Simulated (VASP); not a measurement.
# Ca (P6_3/mmc) in VASP: notebook, part 2 of 2

VASP 6.6.1. The steps go on from the part before.

### 4 Single point, LDA (strain +0.030 along x and y, -0.030 along z)

The input, INCAR:

```
PREC = Accurate
ENCUT = 520
EDIFF = 1E-6
ISMEAR = 0
SIGMA = 0.15
LREAL = F
LASPH = T
NELM = 100
ALGO = Normal
ISIF = 2
LWAVE = F
LCHARG = F
NBANDS = 17
```

The input, KPOINTS:

```
regular mesh
0
Gamma
  15 15 8
```

The input, POSCAR:

```
Ca
1.0
    4.0993995062      0.0000000000      0.0000000000
   -2.0496997531      3.5501841127      0.0000000000
    0.0000000000      0.0000000000      6.3244000000
Ca
2
Direct
    0.3333333333      0.6666666667      0.2500000000
    0.6666666667      0.3333333333      0.7500000000
```

Potentials or basis: VASP PAW LDA potentials, release 64 (Ca_sv).

Started as:

```
$ cat potpaw_LDA.64/Ca_sv/POTCAR > POTCAR
$ mpirun -np 1 vasp_std > vasp.out
```

OUTCAR:

```text
PREC = Accurate
   ENCUT = 520
   EDIFF = 1E-6
   ISMEAR = 0
   LREAL = F
   LASPH = T
   NELM = 100
   ISIF = 2

 ion  position               nearest neighbor table
   1  0.333  0.667  0.250-
   2  0.667  0.333  0.750-

  LATTYP: Found a hexagonal cell.
 ALAT       =     4.0993995062
 C/A-ratio  =     1.5427625413

  Lattice vectors:

 A1 = (   4.0993995062,   0.0000000000,   0.0000000000)
 A2 = (  -2.0496997531,   3.5501841127,   0.0000000000)
 A3 = (   0.0000000000,   0.0000000000,   6.3244000000)

Analysis of symmetry for initial positions (statically):
=====================================================================
 Subroutine PRICEL returns:
 Original cell was already a primitive cell.

 Routine SETGRP: Setting up the symmetry group for a
 hexagonal supercell.

 Subroutine GETGRP returns: Found 24 space group operations
 (whereof 12 operations were pure point group operations)
 out of a pool of 24 trial point group operations.

The static configuration has the point symmetry D_3d.
 The point group associated with its full space group is D_6h.

Analysis of symmetry for dynamics (positions and initial velocities):
=====================================================================
 Subroutine PRICEL returns:
 Original cell was already a primitive cell.

 Routine SETGRP: Setting up the symmetry group for a
 hexagonal supercell.

 Subroutine GETGRP returns: Found 24 space group operations
 (whereof 12 operations were pure point group operations)
 out of a pool of 24 trial point group operations.

The dynamic configuration has the point symmetry D_3d.
 The point group associated with its full space group is D_6h.

 Subroutine INISYM returns: Found 24 space group operations
 (whereof 12 operations are pure point group operations),
 and found     1 'primitive' translations
[... 103 lines left out ...]
   POTIM  = 0.5000    time-step for ionic-motion
   TEBEG  =    0.0;   TEEND  =   0.0 temperature during run
   PSTRESS=    0.0 pullay stress
   NELECT =      20.0000    total number of electrons
   NUPDOWN=      -1.0000    fix difference up-down
   EMIN   =  10.00;   EMAX   =-10.00  energy-range for DOS
   EFERMI =   0.00;   METHOD = LEGACY
   ISMEAR =     0;   SIGMA  =   0.15  broadening in eV -4-tet -1-fermi 0-gaus
   EFERMI_NEDOS =   21; number of points for ismear=-14 and -15
   IALGO  =     38    algorithm
   IMIX   =      4    mixing-type and parameters
     AMIX     =   0.40;   BMIX     =  1.00
     AMIX_MAG =   1.60;   BMIX_MAG =  1.00
  volume/ion in A,a.u.               =      46.02       310.57
  Fermi-wavevector in a.u.,A,eV,Ry     =   0.984211  1.859888 13.179561  0.968670
  Thomas-Fermi vector in A             =   2.115426
   LORBIT       =      0    0 simple, 1 ext, 2 COOP (PROOUT), +10 PAW based schemes
   GGA     = CA    functional components
   LHFCALC =     F    Hartree Fock is set to
   AEXX    =    0.0000 exact exchange contribution
   IVDW    =     0    specifies the selected vdW correction
   LEPSILON=     F    determine dielectric tensor
   LRPA    =     F    only Hartree local field effects (RPA)
 non-spin polarized calculation
 Gauss-broadening in eV      SIGMA  =   0.15
  energy-cutoff  :      520.00
  volume of cell :       92.04
 maximum number of plane-waves:      2520
   NGX = 15   NGY = 15   NGZ = 23

 number of electron      19.9999995 magnetization

 Free energy of the ion-electron system (eV)
  ---------------------------------------------------
  ext. energy  EPLUGINS =         0.00000000
  ---------------------------------------------------
  free energy    TOTEN  =        -4.25745570 eV

  energy without entropy =       -4.22672067  energy(sigma->0) =       -4.24208818

 E-fermi :   1.5137     XC(G=0):  -7.6862

 val. band max:        1.5071865164   @ k =   0.3333   0.3333   0.3750
 cond. band min:       1.5144658302   @ k =   0.2000   0.1333   0.0000
 fundamental gap:      0.0072793138
 Fermi energy:         1.5136548143

 k-point     1 :       0.0000    0.0000    0.0000
  band No.  band energies     occupation
      1     -40.3012      2.00000
      2     -40.2888      2.00000
      3     -21.6352      2.00000
      4     -21.5412      2.00000
      5     -21.5412      2.00000
      6     -21.5208      2.00000
[... 457 lines left out ...]
      4     -21.5796      2.00000
      5     -21.5782      2.00000
      6     -21.5727      2.00000
[... 9 lines left out ...]
     16       4.8809      0.00000
     17       4.9741      0.00000

 [... further k-points ...]
[... 5 lines left out ...]
  --------------------------------------------------------------------------------------
  -------------------------------------------------------------------------------------
  Total       -1.7085374     -1.7085375     -1.0215018      0.0000000      0.0000000     -0.0000000
  in kB      -29.7402513    -29.7402513    -17.7811272      0.0000000      0.0000000     -0.0000000
  external PRESSURE =     -25.7538766 kB  Pullay stress =       0.0000000 kB

 VOLUME and BASIS-vectors are now :
 -----------------------------------------------------------------------------
  energy-cutoff  :      520.00
  volume of cell :       92.04
      direct lattice vectors                 reciprocal lattice vectors
     4.099399506  0.000000000  0.000000000     0.243938167  0.140837766  0.000000000
    -2.049699753  3.550184113  0.000000000     0.000000000  0.281675532  0.000000000
     0.000000000  0.000000000  6.324400000     0.000000000  0.000000000  0.158117766

 POSITION                                       TOTAL-FORCE (eV/Angst)
 -----------------------------------------------------------------------------------
     -0.00000      2.36679      1.58110        -0.000000      0.000000      0.000000
      2.04970      1.18339      4.74330         0.000000     -0.000000      0.000000
 -----------------------------------------------------------------------------------
    total drift:                               -0.000000      0.000000     -0.000000

  FREE ENERGIE OF THE ION-ELECTRON SYSTEM (eV)
  ---------------------------------------------------
  free  energy   TOTEN  =        -4.2574556986 eV

  energy  without entropy=       -4.2267206686  energy(sigma->0) =       -4.24208818
```

stdout:

```text
POSCAR found type information on POSCAR Ca
 POSCAR found :  1 types and       2 ions
 scaLAPACK will be used
 LDA part: xc-table for (Slater(with rela. corr.)+CA(PZ))
 , standard interpolation
 POSCAR, INCAR and KPOINTS ok, starting setup
 FFT: planning ... GRIDC
 FFT: planning ... GRID_SOFT
 FFT: planning ... GRID
 WAVECAR not read
 entering main loop
```

It took 60 s on 1 thread of Intel Xeon 6975P-C (Granite Rapids), shared host; peak memory 0.3 GiB.

Results:

```yaml
Free_energy: -4.2575 eV
Pressure: -2.6 GPa
Band_gap_on_the_k_mesh: zero (band 10 reaches 1.69 eV, above the bottom of band 11 at 1.26 eV)
```

Caveat: the cell differs from its parent crystal (strain +0.030 along x and y, -0.030 along z).

### 5 Overview

| cell | gap on the mesh (eV) | pressure (GPa) |
| --- | --- | --- |
| a = 3.980, b = 3.980, c = 6.716 Å, angles 90.0, 90.0, 120.0°, 2 atoms | none | -2.7 |
| a = 4.099, b = 4.099, c = 6.520 Å, angles 90.0, 90.0, 120.0°, 2 atoms | none | -2.9 |
| a = 4.099, b = 4.099, c = 6.324 Å, angles 90.0, 90.0, 120.0°, 2 atoms | none | -2.6 |

Alike in all rows: task single point; level LDA; potentials or basis VASP PAW LDA potentials, release 64 (Ca_sv); no spin polarisation; k mesh 15 × 15 × 8; cutoff (eV) 520; smearing gaussian 0.15 eV.

Absolute energies hang on the potentials; compare differences alone.
